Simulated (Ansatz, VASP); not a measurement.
## Two plane-wave programs on Si3Ag

```xyz
4
Lattice="-2.5481 2.5481 2.5481 2.5481 -2.5481 2.5481 2.5481 2.5481 -2.5481" Properties=species:S:1:pos:R:3 pbc="T T T"
Si    2.5481    0.0000    0.0000
Si    0.0000    2.5481    0.0000
Si    0.0000    0.0000    2.5481
Ag    0.0000    0.0000    0.0000
```

Alike in both runs: task relaxation of cell and atoms; functional PBE; k mesh 6 × 6 × 6; occupations gaussian, width 0.1 eV; no spin polarisation.

|  | VASP | Ansatz |
| --- | --- | --- |
| version | VASP 6.6.1 | Ansatz 0.2.0 |
| potentials or method | VASP PAW PBE potentials, release 64 (Si, Ag), cutoff 600 eV | scalar-relativistic, plane waves, PAW |
| valence electrons in the cell | 23 | 31 |

VASP gave:

* gap on the k mesh at the Fermi level, each at its own relaxed structure (eV): none
* relaxed volume (Å³/atom): 17.05
* relaxed length of the cell vector where the two differ most in proportion (Å): 4.458

Problem. What did Ansatz give for the same quantities?

Solution. gap on the k mesh at the Fermi level, each at its own relaxed structure (eV): none; relaxed volume (Å³/atom): 17.02; relaxed length of the cell vector where the two differ most in proportion (Å): 4.455.

A gap of «none» marks a metal or a gap that the smearing closes. VASP's potentials hold 23 valence electrons a cell and Ansatz's 31, so a difference there can come from the potentials and not from the codes.
